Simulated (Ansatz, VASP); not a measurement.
# Ga4AsN3: VASP beside Ansatz

```xyz
8
Lattice="3.5721 0.0000 0.0000 0.0000 3.5721 0.0000 0.0000 0.0000 10.1035" Properties=species:S:1:pos:R:3 pbc="T T T"
Ga    0.0000    0.0000    2.5259
Ga    1.7861    1.7861    5.0518
Ga    0.0000    0.0000    7.5776
Ga    1.7861    1.7861    0.0000
As    0.0000    0.0000    5.0518
N     0.0000    0.0000    0.0000
N     1.7861    1.7861    2.5259
N     1.7861    1.7861    7.5776
```

Alike in both runs: task single point; functional PBE; k mesh 6 × 6 × 2; occupations gaussian, width 0.1 eV; no spin polarisation.

|  | VASP | Ansatz |
| --- | --- | --- |
| version | VASP 6.6.1 | Ansatz 0.2.0 |
| potentials or method | VASP PAW PBE potentials, release 64 (Ga_d, As, N), cutoff 520 eV | scalar-relativistic, plane waves, PAW |
| valence electrons in the cell | 72 | 82 |

|  | VASP | Ansatz | Ansatz less VASP |
| --- | --- | --- | --- |
| gap on the k mesh at the Fermi level (eV) | none | none | - |
| pressure (GPa) | -16.9 | -17.1 | -0.18 |
| traceless stress, the component that is largest in VASP (GPa) | -0.26 | -0.25 | +0.005 |
| rms of the force components (eV/Å) | 0.538 | 0.534 | -0.0031 |

Atom by atom the forces differ by 0.003 eV/Å (rms over components). A gap of «none» marks a metal or a gap that the smearing closes. With one functional, cell and mesh, what is left measures potentials, basis and numerics. VASP's potentials hold 72 valence electrons a cell and Ansatz's 82, so a difference there can come from the potentials and not from the codes.
